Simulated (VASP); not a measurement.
# PtSe2 (P-3m1) in VASP: further runs

Runs on PtSe2. Level: PBE-based screened hybrid with 35 % exact exchange. Tasks: single point.

Program: VASP 6.6.1. These are calculated values, not measurements. Logs are shortened: lines on timing, memory, paths and dates and some standing lists are left out, and cuts for length are marked.

### 1 The cell of the first run

Symmetry: P-3m1, No. 164, trigonal system. Conventional cell: a = 3.724 Å, b = 3.724 Å, c = 5.062 Å, α = 90.00°, β = 90.00°, γ = 120.00°. Pt (site symmetry -3m) has 6 Se at 2.49 Å within 3.3 Å. Se (site symmetry 3m) has 3 Pt at 2.49 Å and 6 Se at 3.32 Å within 3.4 Å.

### 2 Single point, PBE-based screened hybrid with 35 % exact exchange

POSCAR

```
PtSe2
1.0
    3.7240000000      0.0000000000      0.0000000000
   -1.8620000000      3.2250786037      0.0000000000
    0.0000000000      0.0000000000      5.0620000000
Pt Se
1 2
Direct
    0.0000000000      0.0000000000      0.0000000000
    0.6666666667      0.3333333333      0.7500000000
    0.3333333333      0.6666666667      0.2500000000
```

INCAR.step1

```
PREC     = Accurate       # precision mode
ENCUT    = 520            # plane-wave cutoff, eV
EDIFF    = 1E-5           # SCF threshold, eV
ISMEAR   = -1             # smearing method
SIGMA    = 0.05           # smearing width, eV
LREAL    = False          # projectors in reciprocal space
LASPH    = True           # aspherical terms in the spheres
NELM     = 60             # most SCF steps
ALGO     = Normal         # electronic algorithm
ISIF     = 2              # what is computed and relaxed
LWAVE    = True           # write WAVECAR
LCHARG   = False          # write CHGCAR
NBANDS   = 18             # bands
GGA      = PE             # functional
```

INCAR.step2

```
PREC     = Accurate       # precision mode
ENCUT    = 520            # plane-wave cutoff, eV
EDIFF    = 1E-6           # SCF threshold, eV
ISMEAR   = -1             # smearing method
SIGMA    = 0.05           # smearing width, eV
LREAL    = False          # projectors in reciprocal space
LASPH    = True           # aspherical terms in the spheres
NELM     = 60             # most SCF steps
ALGO     = Normal         # electronic algorithm
ISIF     = 2              # what is computed and relaxed
LWAVE    = False          # write WAVECAR
LCHARG   = False          # write CHGCAR
GGA      = PE             # functional
LHFCALC  = True           # exact exchange
AEXX     = 0.35           # exact-exchange fraction
HFSCREEN = 0.2078699      # screening, 1/A
PRECFOCK = Normal       
NBANDS   = 18             # bands
ISTART   = 1
```

KPOINTS

```
Automatic mesh
0
Gamma
  5 5 3
```

Potentials or basis: VASP PAW PBE potentials, release 64 (Pt, Se).

Run with:

```console
cat potpaw_PBE.64/Pt/POTCAR potpaw_PBE.64/Se/POTCAR > POTCAR
cp INCAR.step1 INCAR
mpirun -np 1 vasp_std > vasp.out
cp INCAR.step2 INCAR
mpirun -np 1 vasp_std > vasp.out
```

OUTCAR:

```text
PREC = Accurate
   ENCUT = 520
   EDIFF = 1E-6
   ISMEAR = -1
   LREAL = False
   LASPH = True
   NELM = 60
   ISIF = 2
   GGA = PE
   LHFCALC = True
   AEXX = 0.35
   HFSCREEN = 0.2078699
   PRECFOCK = Normal
   ISTART = 1

 ion  position               nearest neighbor table
   1  0.000  0.000  0.000-   2 2.49   3 2.49   2 2.49   3 2.49   2 2.49   3 2.49
   2  0.667  0.333  0.750-   1 2.49   1 2.49   1 2.49
   3  0.333  0.667  0.250-   1 2.49   1 2.49   1 2.49

  LATTYP: Found a hexagonal cell.
 ALAT       =     3.7240000000
 C/A-ratio  =     1.3592910849

  Lattice vectors:

 A1 = (   3.7240000000,   0.0000000000,   0.0000000000)
 A2 = (  -1.8620000000,   3.2250786037,   0.0000000000)
 A3 = (   0.0000000000,   0.0000000000,   5.0620000000)

Analysis of symmetry for initial positions (statically):
=====================================================================
 Subroutine PRICEL returns:
 Original cell was already a primitive cell.

 Routine SETGRP: Setting up the symmetry group for a
 hexagonal supercell.

 Subroutine GETGRP returns: Found 12 space group operations
 (whereof 12 operations were pure point group operations)
 out of a pool of 24 trial point group operations.

The static configuration has the point symmetry D_3d.

Analysis of symmetry for dynamics (positions and initial velocities):
=====================================================================
 Subroutine PRICEL returns:
 Original cell was already a primitive cell.

 Routine SETGRP: Setting up the symmetry group for a
 hexagonal supercell.

 Subroutine GETGRP returns: Found 12 space group operations
 (whereof 12 operations were pure point group operations)
 out of a pool of 24 trial point group operations.

The dynamic configuration has the point symmetry D_3d.

 Subroutine INISYM returns: Found 12 space group operations
 (whereof 12 operations are pure point group operations),
 and found     1 'primitive' translations

----------------------------------------------------------------------------------------

                                     Primitive cell

  volume of cell :      60.7956

  direct lattice vectors                    reciprocal lattice vectors
     3.724000000  0.000000000  0.000000000     0.268528464  0.155034981  0.000000000
    -1.862000000  3.225078604  0.000000000     0.000000000  0.310069962  0.000000000
     0.000000000  0.000000000  5.062000000     0.000000000  0.000000000  0.197550375

  length of vectors
     3.724000000  3.724000000  5.062000000     0.310069962  0.310069962  0.197550375

  position of ions in fractional coordinates (direct lattice)
     0.000000000  0.000000000  0.000000000
     0.666666667  0.333333333  0.750000000
     0.333333333  0.666666667  0.250000000

  ion indices of the primitive-cell ions
   primitive index   ion index
                 1           1
                 2           2
                 3           3

----------------------------------------------------------------------------------------

 KPOINTS: Automatic mesh

Automatic generation of k-mesh.
 Grid dimensions read from file:
 generate k-points for:    5    5    3

 Generating k-lattice:

  Cartesian coordinates                     Fractional coordinates (reciprocal lattice)
     0.053705693  0.031006996  0.000000000     0.200000000  0.000000000  0.000000000
     0.000000000  0.062013992  0.000000000     0.000000000  0.200000000  0.000000000
     0.000000000  0.000000000  0.065850125     0.000000000  0.000000000  0.333333333

  Length of vectors
     0.062013992  0.062013992  0.065850125

  Shift w.r.t. Gamma in fractional coordinates (k-lattice)
     0.000000000  0.000000000  0.000000000

 Subroutine IBZKPT returns following result:
 ===========================================

 Found     12 irreducible k-points:

 Following reciprocal coordinates:
            Coordinates               Weight
  0.000000  0.000000  0.000000      1.000000
  0.200000  0.000000  0.000000      6.000000
  0.400000 -0.000000  0.000000      6.000000
  0.200000  0.200000  0.000000      6.000000
  0.400000  0.200000  0.000000      6.000000
  0.000000  0.000000  0.333333      2.000000
  0.200000  0.000000  0.333333      6.000000
  0.000000  0.200000  0.333333      6.000000
  0.400000 -0.000000  0.333333      6.000000
  0.000000  0.400000  0.333333      6.000000
  0.200000  0.200000  0.333333     12.000000
  0.400000  0.200000  0.333333     12.000000
   k-points           NKPTS =     12   k-points in BZ     NKDIM =     75   number of bands    NBANDS=     18
   number of dos      NEDOS =    301   number of ions     NIONS =      3
   total plane-waves  NPLWV =  31360
   dimension x,y,z NGX =    28 NGY =   28 NGZ =   40
   dimension x,y,z NGXF=    56 NGYF=   56 NGZF=   80
   ions per type =               1   2
   NGX,Y,Z   is equivalent  to a cutoff of  12.50, 12.50, 13.14 a.u.
   NGXF,Y,Z  is equivalent  to a cutoff of  25.00, 25.00, 26.27 a.u.
 SYSTEM =  unknown system
   PREC   = accura    normal or accurate (medium, high low for compatibility)
   ISTART =      1    job   : 0-new  1-cont  2-samecut
   ICHARG =      0    charge: 1-file 2-atom 10-const
   ISPIN  =      1    spin polarized calculation?
   LNONCOLLINEAR =      F non collinear calculations
   LSORBIT =      F    spin-orbit coupling
   LASPH  =      T    aspherical Exc in radial PAW
   ENCUT  =  520.0 eV  38.22 Ry    6.18 a.u.   6.92  6.92  9.41*2*pi/ulx,y,z
   NELM   =     60;   NELMIN=  2; NELMDL=  0     # of ELM steps
   EDIFF  = 0.1E-05   stopping-criterion for ELM
   LREAL  =      F    real-space projection
   EDIFFG = 0.1E-04   stopping-criterion for IOM
   NSW    =      0    number of steps for IOM
   IBRION =     -1    ionic relax: 0-MD 1-quasi-New 2-CG
   NFREE  =      0    steps in history (QN), initial steepest desc. (CG)
   ISIF   =      2    stress and relaxation
   ISYM   =      3    0-nonsym 1-usesym 2-fastsym
   POTIM  = 0.5000    time-step for ionic-motion
   TEBEG  =    0.0;   TEEND  =   0.0 temperature during run
   PSTRESS=    0.0 pullay stress
   NELECT =      22.0000    total number of electrons
   NUPDOWN=      -1.0000    fix difference up-down
   EMIN   =  10.00;   EMAX   =-10.00  energy-range for DOS
   EFERMI =   0.00;   METHOD = LEGACY
   ISMEAR =    -1;   SIGMA  =   0.05  broadening in eV -4-tet -1-fermi 0-gaus
   EFERMI_NEDOS =   21; number of points for ismear=-14 and -15
   IALGO  =     38    algorithm
   IMIX   =      1    mixing-type and parameters
     AMIX     =   0.40;   BMIX     =  1.00
     AMIX_MAG =   1.60;   BMIX_MAG =  1.00
  volume/ion in A,a.u.               =      20.27       136.76
  Fermi-wavevector in a.u.,A,eV,Ry     =   1.166608  2.204570 18.517184  1.360975
  Thomas-Fermi vector in A             =   2.303119
   LORBIT       =      0    0 simple, 1 ext, 2 COOP (PROOUT), +10 PAW based schemes
   GGA     = PE    functional components
   LHFCALC =     T    Hartree Fock is set to
   PRECFOCK=normal    Normal, Fast or Accurate (Low or Medium for compatibility)
   ENCUT4O =  -1.0   cutoff for four orbital integrals eV
   NKREDX  =     1    reduce k-point grid by
   NKREDY  =     1    reduce k-point grid by
   NKREDZ  =     1    reduce k-point grid by
   AEXX    =    0.3500 exact exchange contribution
   HFSCREEN=    0.2079 screening length (either q_TF or 0.3 A-1)
   HFSCREENC=   0.2079 screening length for correlation (either q_TF or 0.3 A-1)
   ENCUTFOCK=  -1.0 apply spherical cutoff to Coloumb kernel
   IVDW    =     0    specifies the selected vdW correction
   LEPSILON=     F    determine dielectric tensor
   LRPA    =     F    only Hartree local field effects (RPA)
 non-spin polarized calculation
  energy-cutoff  :      520.00
  volume of cell :       60.80
 maximum number of plane-waves:      1649
 NGX is ok and might be reduce to    28
  NGX = 24; NGY = 24; NGZ = 30

 number of electron      21.9999999 magnetization

 Free energy of the ion-electron system (eV)
  ---------------------------------------------------
  ext. energy  EPLUGINS =         0.00000000
  ---------------------------------------------------
  free energy    TOTEN  =       -18.47249498 eV

  energy without entropy =      -18.47163385  energy(sigma->0) =      -18.47206442

 E-fermi :   6.7148     XC(G=0):  -8.0461

 val. band max:        6.5823315568   @ k =   0.0000   0.0000   0.0000
 cond. band min:       6.9478536284   @ k =   0.4000   0.2000   0.0000
 fundamental gap:      0.3655220717
 Fermi energy:         6.7148424154

 k-point     1 :       0.0000    0.0000    0.0000
  band No.  band energies     occupation
      1     -11.8845      2.00000
      2      -8.5907      2.00000
      3      -2.4888      2.00000
      4      -1.5818      2.00000
      5      -1.5818      2.00000
      6       0.6812      2.00000
[... 10 lines left out ...]
     17      14.4984      0.00000
     18      19.2038      0.00000

 k-point     2 :       0.2000    0.0000    0.0000
  band No.  band energies     occupation
      1     -11.3857      2.00000
      2      -8.8230      2.00000
      3      -1.9317      2.00000
      4      -1.2686      2.00000
      5      -1.2417      2.00000
      6       0.2048      2.00000
[... 10 lines left out ...]
     17      15.6712      0.00000
     18      15.8876      0.00000

 k-point     3 :       0.4000   -0.0000    0.0000
  band No.  band energies     occupation
      1     -10.2302      2.00000
      2      -9.3319      2.00000
      3      -2.1772      2.00000
      4      -0.8081      2.00000
      5      -0.6892      2.00000
      6       0.2563      2.00000
[... 10 lines left out ...]
     17      14.7446      0.00000
     18      17.3965      0.00000

 k-point     4 :       0.2000    0.2000    0.0000
  band No.  band energies     occupation
      1     -10.5534      2.00000
      2      -9.1457      2.00000
      3      -1.2056      2.00000
      4      -1.0888      2.00000
      5      -1.0849      2.00000
      6      -0.4578      2.00000
[... 123 lines left out ...]
      4      -1.1996      2.00000
      5      -1.0028      2.00000
      6       0.3710      2.00000
[... 10 lines left out ...]
     17      16.7185      0.00000
     18      17.3722      0.00000

 k-point    11 :       0.2000    0.2000    0.3333
  band No.  band energies     occupation
      1     -10.2429      2.00000
      2      -9.4900      2.00000
      3      -1.8373      2.00000
      4      -1.5651      2.00000
      5      -0.5193      2.00000
      6      -0.1291      2.00000
[... 10 lines left out ...]
     17      15.2637      0.00000
     18      16.9075      0.00000

 k-point    12 :       0.4000    0.2000    0.3333
  band No.  band energies     occupation
      1      -9.7044      2.00000
      2      -9.4593      2.00000
      3      -2.3310      2.00000
      4      -1.3846      2.00000
      5      -0.5480      2.00000
      6       0.2182      2.00000
[... 10 lines left out ...]
     17      15.8190      0.00000
     18      16.8718      0.00000

------------------------ aborting loop because EDIFF is reached ----------------------------------------

  FORCE on cell =-STRESS in cart. coord.  units (eV):
  Direction    XX          YY          ZZ          XY          YZ          ZX
  --------------------------------------------------------------------------------------
  -------------------------------------------------------------------------------------
  Total        0.0546001      0.0546001      0.6057486     -0.0000000      0.0000000      0.0000000
  in kB        1.4389035      1.4389035     15.9636026     -0.0000000      0.0000000      0.0000000
  external PRESSURE =       6.2804698 kB  Pullay stress =       0.0000000 kB

 VOLUME and BASIS-vectors are now :
 -----------------------------------------------------------------------------
  energy-cutoff  :      520.00
  volume of cell :       60.80
      direct lattice vectors                 reciprocal lattice vectors
     3.724000000  0.000000000  0.000000000     0.268528464  0.155034981  0.000000000
    -1.862000000  3.225078604  0.000000000     0.000000000  0.310069962  0.000000000
     0.000000000  0.000000000  5.062000000     0.000000000  0.000000000  0.197550375

 POSITION                                       TOTAL-FORCE (eV/Angst)
 -----------------------------------------------------------------------------------
      0.00000      0.00000      0.00000        -0.000000      0.000000      0.000000
      1.86200      1.07503      3.79650        -0.000000      0.000000      0.144790
     -0.00000      2.15005      1.26550         0.000000     -0.000000     -0.144790
 -----------------------------------------------------------------------------------
    total drift:                               -0.000000      0.000000      0.000000

  FREE ENERGIE OF THE ION-ELECTRON SYSTEM (eV)
  ---------------------------------------------------
  free  energy   TOTEN  =       -18.4724949760 eV

  energy  without entropy=      -18.4716338545  energy(sigma->0) =      -18.47206442
```

Run time: 59 min. Hardware: 1 thread of Oxide Virtual Turin-like, shared host; peak memory 0.26 GiB.

What came out:

- Free energy: -18.4725 eV
- Pressure: 0.6 GPa
- Largest force: 0.145 eV/Å
- Band gap on the k mesh: 0.37 eV (least direct gap 1.53 eV)

Forces in eV/Å, atoms in the order of the input:
```
Pt   0.000  0.000  0.000
Se   0.000  0.000  0.145
Se   0.000  0.000 -0.145
```

Caveat: the PAW data sets were made with another functional, which shifts forces and pressure a little; spin-orbit coupling is left out, which moves the levels of the heavy elements. A k mesh can miss the band edges.

### 3 Single point, PBE-based screened hybrid with 35 % exact exchange

POSCAR is that of step 2.

INCAR.step1

```
SYSTEM = PtSe2
PREC     = Accurate       ! precision mode
ENCUT    = 520            ! plane-wave cutoff, eV
EDIFF    = 1E-5           ! SCF threshold, eV
ISMEAR   = -1             ! smearing method
SIGMA    = 0.05           ! smearing width, eV
LREAL    = .FALSE.        ! projectors in reciprocal space
LASPH    = .TRUE.         ! aspherical terms in the spheres
NELM     = 100            ! most SCF steps
ALGO     = Normal         ! electronic algorithm
ISIF     = 2              ! what is computed and relaxed
LWAVE    = .TRUE.         ! write WAVECAR
NBANDS   = 18             ! bands
GGA      = PE             ! functional
```

INCAR.step2

```
SYSTEM = PtSe2
PREC     = Accurate       ! precision mode
ENCUT    = 520            ! plane-wave cutoff, eV
EDIFF    = 1E-7           ! SCF threshold, eV
ISMEAR   = -1             ! smearing method
SIGMA    = 0.05           ! smearing width, eV
LREAL    = .FALSE.        ! projectors in reciprocal space
LASPH    = .TRUE.         ! aspherical terms in the spheres
NELM     = 100            ! most SCF steps
ALGO     = Normal         ! electronic algorithm
ISIF     = 2              ! what is computed and relaxed
LWAVE    = .FALSE.        ! write WAVECAR
LCHARG   = .TRUE.         ! write CHGCAR
GGA      = PE             ! functional
LHFCALC  = .TRUE.         ! exact exchange
AEXX     = 0.35           ! exact-exchange fraction
HFSCREEN = 0.2078699      ! screening, 1/A
PRECFOCK = Normal       
LELF     = .TRUE.         ! ELF
LVHAR    = .TRUE.       
NBANDS   = 18             ! bands
ISTART   = 1
```

KPOINTS

```
Automatic mesh
0
G
  5 5 3
  0 0 0
```

Potentials or basis: VASP PAW PBE potentials, release 64 (Pt, Se).

Run with:

```console
cat potpaw_PBE.64/Pt/POTCAR potpaw_PBE.64/Se/POTCAR > POTCAR
cp INCAR.step1 INCAR
mpirun -np 1 vasp_std > vasp.out
cp INCAR.step2 INCAR
mpirun -np 1 vasp_std > vasp.out
```

It took 52 min on 1 thread of Oxide Virtual Turin-like, shared host; peak memory 0.26 GiB.

It converged, with:

- Free energy: -18.4725 eV
- Pressure: 0.6 GPa
- Largest force: 0.145 eV/Å
- Band gap on the k mesh: 0.37 eV (least direct gap 1.53 eV)

Forces on the atoms (eV/Å):
```
Pt   0.000  0.000  0.000
Se   0.000  0.000  0.145
Se   0.000  0.000 -0.145
```

Stress tensor (GPa, compression positive):
```
0.14 0.00 0.00
0.00 0.14 0.00
0.00 0.00 1.59
```

Levels at points of the mesh, in eV from the valence-band top:
| k point | band 7 | band 8 | band 9 | band 10 | band 11 | band 12 | band 13 | band 14 | band 15 | band 16 |
| --- | --- | --- | --- | --- | --- | --- | --- | --- | --- | --- |
| (0.00, 0.00, 0.00) | -5.90 | -4.16 | -1.81 | -1.81 | 0.00 | 1.53 | 1.53 | 3.90 | 4.93 | 7.92 |

Caveat: the PAW data sets were made with another functional, which shifts forces and pressure a little; spin-orbit coupling is left out, which moves the levels of the heavy elements.
